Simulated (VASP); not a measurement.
**Ru: single point with r2SCAN**

Ru:

```
Ru
1.0
     2.68866    0.00000    0.00000
    -1.34433    2.32845    0.00000
     0.00000    0.00000    4.24966
Ru
2
Direct
  0.66667 0.33333 0.75000
  0.33333 0.66667 0.25000
```

- Program: VASP 6.6.1
- Task: single point
- Functional: r2SCAN
- Potentials or basis: VASP PAW PBE potentials, release 64 (Ru_sv)
- Cutoff: 620 eV
- k mesh: 11 × 11 × 6
- Occupations: fermi-dirac, width 0.05 eV
- Spin: no spin polarisation
- Dipole correction: no
- Further INCAR settings: ALGO = Normal; EDIFF = 1e-06; NBANDS = 23

| Item | Value |
| --- | --- |
| Pressure | 5.1 GPa |
| Band gap on the k mesh | zero (bands 16 and 17 overlap by 3.31 eV) |

Levels at points of the mesh, in eV from the Fermi level:
| k point | band 12 | band 13 | band 14 | band 15 | band 16 | band 17 | band 18 | band 19 | band 20 | band 21 |
| --- | --- | --- | --- | --- | --- | --- | --- | --- | --- | --- |
| (0.00, 0.00, 0.00) | -2.71 | -2.51 | -1.98 | -1.98 | -1.44 | -1.44 | 1.34 | 1.34 | 1.46 | 11.13 |
| (0.00, 0.00, 0.50) | -2.90 | -2.90 | -2.90 | -2.81 | -2.81 | 0.65 | 0.65 | 0.65 | 0.65 | 15.14 |

It took 85 s on 1 thread of Intel(R) Xeon(R) Platinum 8375C CPU @ 2.90GHz (Ice Lake) (shared host), peak memory 0.18 GiB.

Caveat: the cell stands under pressure; the PAW data sets were made with another functional, which shifts forces and pressure a little.
